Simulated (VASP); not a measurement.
A run of VASP 6.6.1 is set up as follows.

File INCAR:

```
SYSTEM = As
ALGO = Normal
EDIFF = 1E-6
EDIFFG = -0.01
ENCUT = 600
GGA = PE
IBRION = 2
ISIF = 3
ISMEAR = 0
LASPH = .True.
LCHARG = .False.
LREAL = .False.
LWAVE = .False.
NELM = 100
NSW = 100
PREC = Accurate
SIGMA = 0.1
```

File KPOINTS:

```
k-points
0
Gamma
  22 22 22
  0 0 0
```

Contents of POSCAR:

```
As
1.0
   -2.6493126013      2.6493126013      1.4452489289
    2.6493126013     -2.6493126013      1.4452489289
    2.6493126013      2.6493126013     -1.4452489289
As
2
Direct
    0.0000000000      0.0000000000      0.0000000000
    0.7500000000      0.2500000000      0.5000000000
```

Potentials or basis: VASP PAW PBE potentials, release 64 (As).

Run with:

```sh
$ cat potpaw_PBE.64/As/POTCAR > POTCAR
$ mpirun -np 1 vasp_std > vasp.out
```

(1) What does it give for the space group after relaxing (to 0.1 Å)?

(2) Estimate the relaxed volume.

(3) Estimate the band gap on the k mesh.

(4) Predict the relaxed cell.

Answers

(1) I4_1/amd (No. 141).

(2) 20.31 Å³/atom.

(3) zero (bands 5 and 6 overlap by 6.77 eV).

(4) a = 4.047 Å, b = 4.047 Å, c = 4.047 Å, α = 96.99°, β = 96.99°, γ = 139.18°.
